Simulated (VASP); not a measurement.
A run of VASP 6.6.1 is set up as follows.

Contents of INCAR:

```
PREC     = Accurate       # precision mode
ENCUT    = 520            # plane-wave cutoff, eV
EDIFF    = 1E-6           # SCF threshold, eV
ISMEAR   = -1             # smearing method
SIGMA    = 0.03           # smearing width, eV
LREAL    = F              # projectors in reciprocal space
LASPH    = T              # aspherical terms in the spheres
NELM     = 60             # most SCF steps
ALGO     = Normal         # electronic algorithm
ISIF     = 2              # what is computed and relaxed
LWAVE    = F              # write WAVECAR
LCHARG   = T              # write CHGCAR
GGA      = PE             # functional
LELF     = T              # ELF
LVHAR    = T            
NBANDS   = 20             # bands
```

File KPOINTS:

```
Automatic mesh
0
Gamma
  6 6 2
```

Contents of POSCAR:

```
WS2
1.0
    2.5917300000      0.0000000000      0.0000000000
    0.0000000000      2.5917300000      0.0000000000
    0.0000000000      0.0000000000      9.2341700000
W S
1 2
Direct
    0.5000000000      0.5000000000      0.5000000000
    0.5000000000      0.5000000000      0.7656600000
    0.5000000000      0.5000000000      0.2343400000
```

Potentials or basis: VASP PAW PBE potentials, release 64 (W_sv, S).

Launch:

```console
$ cat potpaw_PBE.64/W_sv/POTCAR potpaw_PBE.64/S/POTCAR > POTCAR
$ mpirun -np 1 vasp_std > vasp.out
```

**Question.** Estimate the pressure.

**Answer.** -0.6 GPa.

**Question.** What does it give for the band gap on the k mesh?

**Answer.** Zero (band 13 reaches 7.95 eV, above the bottom of band 14 at 4.30 eV).

Stress tensor (GPa, compression positive):
```
 1.07  0.00  0.00
 0.00  1.07  0.00
 0.00  0.00 -4.01
```

Caveat: the k points lie up to 0.40 Å⁻¹ apart; spin-orbit coupling is left out, which moves the levels of the heavy elements; this functional lacks dispersion, which binds the layers, so the pressure and a relaxed spacing across them are unreliable.
